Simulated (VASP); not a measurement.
# NaI (Pmma) in VASP: single point with PBEsol

Aim: the single point of NaI with PBEsol.

Program: VASP 6.6.1. These are calculated values, not measurements. Logs are shortened: lines on timing, memory, paths and dates and some standing lists are left out, and cuts for length are marked.

### 1 The cell of the first run

It takes space group Pmma (No. 51, orthorhombic). Conventional cell: a = 4.796 Å, b = 4.323 Å, c = 7.819 Å, α = 90.00°, β = 90.00°, γ = 90.00°. Within 4.3 Å of Na (site symmetry mm2) lie 6 I at 3.24 to 4.28 Å and 2 Na at 4.20 Å. I (site symmetry mm2) has 6 Na at 3.24 to 4.28 Å within 4.3 Å.

### 2 Single point, PBEsol (strained)

Contents of INCAR:

```
PREC     = Accurate       # precision mode
ENCUT    = 520            # plane-wave cutoff, eV
EDIFF    = 1E-6           # SCF threshold, eV
ISMEAR   = 0              # smearing method
SIGMA    = 0.02           # smearing width, eV
LREAL    = F              # projectors in reciprocal space
LASPH    = T              # aspherical terms in the spheres
NELM     = 80             # most SCF steps
ALGO     = Normal         # electronic algorithm
ISIF     = 2              # what is computed and relaxed
LWAVE    = F              # write WAVECAR
LCHARG   = F              # write CHGCAR
GGA      = PS             # functional
NBANDS   = 22             # bands
```

Contents of KPOINTS:

```
Automatic mesh
0
Gamma
  6 6 4
```

Contents of POSCAR:

```
NaI
1.0
    4.7960505987      0.0000000000      0.0000000000
    0.0000000000      4.3234144464      0.0000000000
    0.0000000000      0.0000000000      7.8189717338
Na I
2 2
Direct
    0.2500000000      0.5000000000      0.2793630505
    0.7500000000      0.5000000000      0.7206369495
    0.2500000000      0.0000000000      0.7524082617
    0.7500000000      0.0000000000      0.2475917383
```

Potentials or basis: VASP PAW PBE potentials, release 64 (Na_pv, I).

Command:

```console
$ cat potpaw_PBE.64/Na_pv/POTCAR potpaw_PBE.64/I/POTCAR > POTCAR
$ mpirun -np 1 vasp_std > vasp.out
```

OUTCAR:

```text
PREC = Accurate
   ENCUT = 520
   EDIFF = 1E-6
   ISMEAR = 0
   LREAL = F
   LASPH = T
   NELM = 80
   ISIF = 2
   GGA = PS

 ion  position               nearest neighbor table
   1  0.250  0.500  0.279-
   2  0.750  0.500  0.721-
   3  0.250  0.000  0.752-
   4  0.750  0.000  0.248-

  LATTYP: Found a simple orthorhombic cell.
 ALAT       =     4.3234144464
 B/A-ratio  =     1.1093201122
 C/A-ratio  =     1.8085177423

  Lattice vectors:

 A1 = (   0.0000000000,  -4.3234144464,   0.0000000000)
 A2 = (   4.7960505987,   0.0000000000,   0.0000000000)
 A3 = (   0.0000000000,   0.0000000000,   7.8189717338)

Analysis of symmetry for initial positions (statically):
=====================================================================
 Subroutine PRICEL returns:
 Original cell was already a primitive cell.

 Routine SETGRP: Setting up the symmetry group for a
 simple orthorhombic supercell.

 Subroutine GETGRP returns: Found  8 space group operations
 (whereof  4 operations were pure point group operations)
 out of a pool of  8 trial point group operations.

The static configuration has the point symmetry C_2h.
 The point group associated with its full space group is D_2h.

Analysis of symmetry for dynamics (positions and initial velocities):
=====================================================================
 Subroutine PRICEL returns:
 Original cell was already a primitive cell.

 Routine SETGRP: Setting up the symmetry group for a
 simple orthorhombic supercell.

 Subroutine GETGRP returns: Found  8 space group operations
 (whereof  4 operations were pure point group operations)
 out of a pool of  8 trial point group operations.

The dynamic configuration has the point symmetry C_2h.
 The point group associated with its full space group is D_2h.

 Subroutine INISYM returns: Found  8 space group operations
 (whereof  4 operations are pure point group operations),
 and found     1 'primitive' translations

----------------------------------------------------------------------------------------

                                     Primitive cell

  volume of cell :     162.1288

  direct lattice vectors                    reciprocal lattice vectors
     4.796050599  0.000000000  0.000000000     0.208504889  0.000000000  0.000000000
     0.000000000  4.323414446  0.000000000     0.000000000  0.231298667  0.000000000
     0.000000000  0.000000000  7.818971734     0.000000000  0.000000000  0.127894055

  length of vectors
     4.796050599  4.323414446  7.818971734     0.208504889  0.231298667  0.127894055

  position of ions in fractional coordinates (direct lattice)
     0.250000000  0.500000000  0.279363051
     0.750000000  0.500000000  0.720636949
     0.250000000  0.000000000  0.752408262
     0.750000000  0.000000000  0.247591738

  ion indices of the primitive-cell ions
   primitive index   ion index
                 1           1
                 2           2
                 3           3
                 4           4

----------------------------------------------------------------------------------------

 KPOINTS: Automatic mesh

Automatic generation of k-mesh.
 Grid dimensions read from file:
 generate k-points for:    6    6    4

 Generating k-lattice:

  Cartesian coordinates                     Fractional coordinates (reciprocal lattice)
     0.034750815  0.000000000  0.000000000     0.166666667  0.000000000  0.000000000
     0.000000000  0.038549778  0.000000000     0.000000000  0.166666667  0.000000000
     0.000000000  0.000000000  0.031973514     0.000000000  0.000000000  0.250000000

  Length of vectors
     0.034750815  0.038549778  0.031973514

  Shift w.r.t. Gamma in fractional coordinates (k-lattice)
     0.000000000  0.000000000  0.000000000

 Subroutine IBZKPT returns following result:
 ===========================================

 Found     48 irreducible k-points:

 Following reciprocal coordinates:
            Coordinates               Weight
  0.000000  0.000000  0.000000      1.000000
  0.166667  0.000000  0.000000      2.000000
  0.333333  0.000000  0.000000      2.000000
  0.500000  0.000000  0.000000      1.000000
  0.000000  0.166667  0.000000      2.000000
  0.166667  0.166667  0.000000      4.000000
[... 16 lines left out ...]
  0.333333  0.166667  0.250000      8.000000
  0.500000  0.166667  0.250000      4.000000
 [... further k-points ...]
   k-points           NKPTS =     48   k-points in BZ     NKDIM =     48   number of bands    NBANDS=     22
   number of dos      NEDOS =    301   number of ions     NIONS =      4
   total plane-waves  NPLWV =  69120
   dimension x,y,z NGX =    36 NGY =   32 NGZ =   60
   dimension x,y,z NGXF=    72 NGYF=   64 NGZF=  120
   ions per type =               2   2
   NGX,Y,Z   is equivalent  to a cutoff of  12.48, 12.30, 12.76 a.u.
   NGXF,Y,Z  is equivalent  to a cutoff of  24.96, 24.61, 25.51 a.u.
 SYSTEM =  unknown system
   PREC   = accura    normal or accurate (medium, high low for compatibility)
   ISTART =      0    job   : 0-new  1-cont  2-samecut
   ICHARG =      2    charge: 1-file 2-atom 10-const
   ISPIN  =      1    spin polarized calculation?
   LNONCOLLINEAR =      F non collinear calculations
   LSORBIT =      F    spin-orbit coupling
   LASPH  =      T    aspherical Exc in radial PAW
   ENCUT  =  520.0 eV  38.22 Ry    6.18 a.u.   8.92  8.04 14.54*2*pi/ulx,y,z
   NELM   =     80;   NELMIN=  2; NELMDL= -5     # of ELM steps
   EDIFF  = 0.1E-05   stopping-criterion for ELM
   LREAL  =      F    real-space projection
[... 7 lines left out ...]
   TEBEG  =    0.0;   TEEND  =   0.0 temperature during run
   PSTRESS=    0.0 pullay stress
   NELECT =      28.0000    total number of electrons
   NUPDOWN=      -1.0000    fix difference up-down
   EMIN   =  10.00;   EMAX   =-10.00  energy-range for DOS
   EFERMI =   0.00;   METHOD = LEGACY
   ISMEAR =     0;   SIGMA  =   0.02  broadening in eV -4-tet -1-fermi 0-gaus
   EFERMI_NEDOS =   21; number of points for ismear=-14 and -15
   IALGO  =     38    algorithm
   IMIX   =      4    mixing-type and parameters
     AMIX     =   0.40;   BMIX     =  1.00
     AMIX_MAG =   1.60;   BMIX_MAG =  1.00
  volume/ion in A,a.u.               =      40.53       273.52
  Fermi-wavevector in a.u.,A,eV,Ry     =   0.911676  1.722819 11.308537  0.831154
  Thomas-Fermi vector in A             =   2.035984
   LORBIT       =      0    0 simple, 1 ext, 2 COOP (PROOUT), +10 PAW based schemes
   GGA     = PS    functional components
   LHFCALC =     F    Hartree Fock is set to
   AEXX    =    0.0000 exact exchange contribution
   IVDW    =     0    specifies the selected vdW correction
   LEPSILON=     F    determine dielectric tensor
   LRPA    =     F    only Hartree local field effects (RPA)
 non-spin polarized calculation
 Gauss-broadening in eV      SIGMA  =   0.02
  energy-cutoff  :      520.00
  volume of cell :      162.13
 maximum number of plane-waves:      4388
 NGX is ok and might be reduce to    36
   NGX = 17   NGY = 17   NGZ = 29

 number of electron      27.9999973 magnetization

 Free energy of the ion-electron system (eV)
  ---------------------------------------------------
  ext. energy  EPLUGINS =         0.00000000
  ---------------------------------------------------
  free energy    TOTEN  =       -10.74279134 eV

  energy without entropy =      -10.74279134  energy(sigma->0) =      -10.74279134

 E-fermi :   0.3333     XC(G=0):  -7.0768

 val. band max:        0.1850334673   @ k =   0.0000   0.5000   0.0000
 cond. band min:       2.6881719669   @ k =   0.0000   0.0000   0.0000
 fundamental gap:      2.5031384995
 Fermi energy:         0.3333428762

 k-point     1 :       0.0000    0.0000    0.0000
  band No.  band energies     occupation
      1     -22.9996      2.00000
      2     -22.9962      2.00000
      3     -22.9532      2.00000
      4     -22.9527      2.00000
      5     -22.9513      2.00000
      6     -22.9500      2.00000
[... 14 lines left out ...]
     21       8.0614      0.00000
     22       8.5853      0.00000

 k-point     2 :       0.1667    0.0000    0.0000
  band No.  band energies     occupation
      1     -22.9993      2.00000
      2     -22.9964      2.00000
      3     -22.9530      2.00000
      4     -22.9527      2.00000
      5     -22.9517      2.00000
      6     -22.9505      2.00000
[... 14 lines left out ...]
     21       8.3363      0.00000
     22       8.7353      0.00000

 k-point     3 :       0.3333    0.0000    0.0000
  band No.  band energies     occupation
      1     -22.9987      2.00000
      2     -22.9970      2.00000
      3     -22.9528      2.00000
      4     -22.9526      2.00000
      5     -22.9524      2.00000
      6     -22.9517      2.00000
[... 14 lines left out ...]
     21       8.5577      0.00000
     22       8.6525      0.00000

 k-point     4 :       0.5000    0.0000    0.0000
  band No.  band energies     occupation
      1     -22.9978      2.00000
      2     -22.9978      2.00000
      3     -22.9526      2.00000
      4     -22.9526      2.00000
      5     -22.9526      2.00000
      6     -22.9526      2.00000
[... 14 lines left out ...]
     21       8.3287      0.00000
     22       8.3287      0.00000

 k-point     5 :       0.0000    0.1667    0.0000
  band No.  band energies     occupation
      1     -22.9995      2.00000
      2     -22.9961      2.00000
      3     -22.9543      2.00000
      4     -22.9538      2.00000
      5     -22.9511      2.00000
      6     -22.9498      2.00000
[... 14 lines left out ...]
     21       8.1786      0.00000
     22       8.2722      0.00000

 k-point     6 :       0.1667    0.1667    0.0000
  band No.  band energies     occupation
      1     -22.9992      2.00000
      2     -22.9963      2.00000
      3     -22.9542      2.00000
      4     -22.9538      2.00000
      5     -22.9515      2.00000
      6     -22.9503      2.00000
[... 14 lines left out ...]
     21       7.5855      0.00000
     22       8.3879      0.00000

 k-point     7 :       0.3333    0.1667    0.0000
  band No.  band energies     occupation
      1     -22.9986      2.00000
      2     -22.9969      2.00000
      3     -22.9539      2.00000
      4     -22.9537      2.00000
      5     -22.9522      2.00000
      6     -22.9515      2.00000
[... 324 lines left out ...]
      6     -22.9525      2.00000
[... 14 lines left out ...]
     21       8.1926      0.00000
     22       8.1926      0.00000

 k-point    21 :       0.0000    0.1667    0.2500
  band No.  band energies     occupation
      1     -22.9993      2.00000
      2     -22.9963      2.00000
      3     -22.9543      2.00000
      4     -22.9538      2.00000
      5     -22.9511      2.00000
      6     -22.9498      2.00000
[... 14 lines left out ...]
     21       7.7390      0.00000
     22       8.3676      0.00000

 k-point    22 :       0.1667    0.1667    0.2500
  band No.  band energies     occupation
      1     -22.9991      2.00000
      2     -22.9965      2.00000
      3     -22.9542      2.00000
      4     -22.9538      2.00000
      5     -22.9515      2.00000
      6     -22.9504      2.00000
[... 14 lines left out ...]
     21       7.6747      0.00000
     22       8.1220      0.00000

 k-point    23 :       0.3333    0.1667    0.2500
  band No.  band energies     occupation
      1     -22.9985      2.00000
      2     -22.9970      2.00000
      3     -22.9539      2.00000
      4     -22.9537      2.00000
      5     -22.9521      2.00000
      6     -22.9515      2.00000
[... 14 lines left out ...]
     21       7.8139      0.00000
     22       7.9754      0.00000

 k-point    24 :       0.5000    0.1667    0.2500
  band No.  band energies     occupation
      1     -22.9977      2.00000
      2     -22.9977      2.00000
      3     -22.9537      2.00000
      4     -22.9537      2.00000
      5     -22.9523      2.00000
      6     -22.9523      2.00000
[... 14 lines left out ...]
     21       8.3038      0.00000
     22       8.3038      0.00000

 [... further k-points ...]

------------------------ aborting loop because EDIFF is reached ----------------------------------------

  FORCE on cell =-STRESS in cart. coord.  units (eV):
  Direction    XX          YY          ZZ          XY          YZ          ZX
  --------------------------------------------------------------------------------------
  -------------------------------------------------------------------------------------
  Total       -1.8176444     -1.5189238     -0.6949399      0.0000000      0.0000000     -0.0000000
  in kB      -17.9621875    -15.0101939     -6.8674826      0.0000000      0.0000000     -0.0000000
  external PRESSURE =     -13.2799547 kB  Pullay stress =       0.0000000 kB

 VOLUME and BASIS-vectors are now :
 -----------------------------------------------------------------------------
  energy-cutoff  :      520.00
  volume of cell :      162.13
      direct lattice vectors                 reciprocal lattice vectors
     4.796050599  0.000000000  0.000000000     0.208504889  0.000000000  0.000000000
     0.000000000  4.323414446  0.000000000     0.000000000  0.231298667  0.000000000
     0.000000000  0.000000000  7.818971734     0.000000000  0.000000000  0.127894055

 POSITION                                       TOTAL-FORCE (eV/Angst)
 -----------------------------------------------------------------------------------
      1.19901      2.16171      2.18433        -0.000000     -0.000000     -0.076633
      3.59704      2.16171      5.63464         0.000000      0.000000      0.076633
      1.19901      0.00000      5.88306         0.000000      0.000000     -0.135446
      3.59704      0.00000      1.93591         0.000000      0.000000      0.135446
 -----------------------------------------------------------------------------------
    total drift:                                0.000000     -0.000000      0.000000

  FREE ENERGIE OF THE ION-ELECTRON SYSTEM (eV)
  ---------------------------------------------------
  free  energy   TOTEN  =       -10.7427913361 eV

  energy  without entropy=      -10.7427913361  energy(sigma->0) =      -10.74279134
```

It took 71 s on 1 thread of Oxide Virtual Turin-like, shared host; peak memory 0.29 GiB.

What came out:

| Item | Value |
| --- | --- |
| Free energy | -10.7428 eV |
| Pressure | -1.3 GPa |
| Largest force | 0.135 eV/Å |
| Band gap on the k mesh | 2.50 eV, indirect (least direct gap 2.71 eV) |

Forces on the atoms (eV/Å):
```
Na   0.000  0.000 -0.077
Na   0.000  0.000  0.077
I    0.000  0.000 -0.135
I    0.000  0.000  0.135
```

Levels at points of the mesh, in eV from the valence-band top:
```
           k point  band 10  band 11  band 12  band 13  band 14  band 15  band 16  band 17  band 18  band 19
(0.00, 0.00, 0.00)    -1.13    -0.73    -0.51    -0.26    -0.21     2.50     3.92     5.89     6.23     6.44
(0.50, 0.00, 0.00)    -2.07    -1.04    -1.04    -0.32    -0.32     4.94     4.94     5.97     5.97     6.89
(0.00, 0.50, 0.00)    -1.91    -1.46    -0.90    -0.54     0.00     3.79     4.81     5.26     5.90     6.41
(0.50, 0.50, 0.00)    -1.92    -1.60    -1.60    -0.71    -0.71     3.98     3.98     5.35     5.35     7.36
(0.00, 0.00, 0.50)    -1.15    -0.95    -0.94    -0.40    -0.39     3.50     3.70     5.55     5.64     6.86
(0.50, 0.00, 0.50)    -2.28    -0.67    -0.67    -0.32    -0.32     4.29     4.29     6.34     6.34     6.49
(0.00, 0.50, 0.50)    -2.16    -0.86    -0.80    -0.73    -0.73     4.38     5.01     5.53     5.54     6.76
(0.50, 0.50, 0.50)    -1.91    -1.79    -1.79    -0.40    -0.40     3.57     3.57     6.10     6.10     6.92
```

Caveat: the cell differs from its parent crystal (strained); the PAW data sets were made with another functional, which shifts forces and pressure a little; spin-orbit coupling is left out, which moves the levels of the heavy elements. A k mesh can miss the band edges.
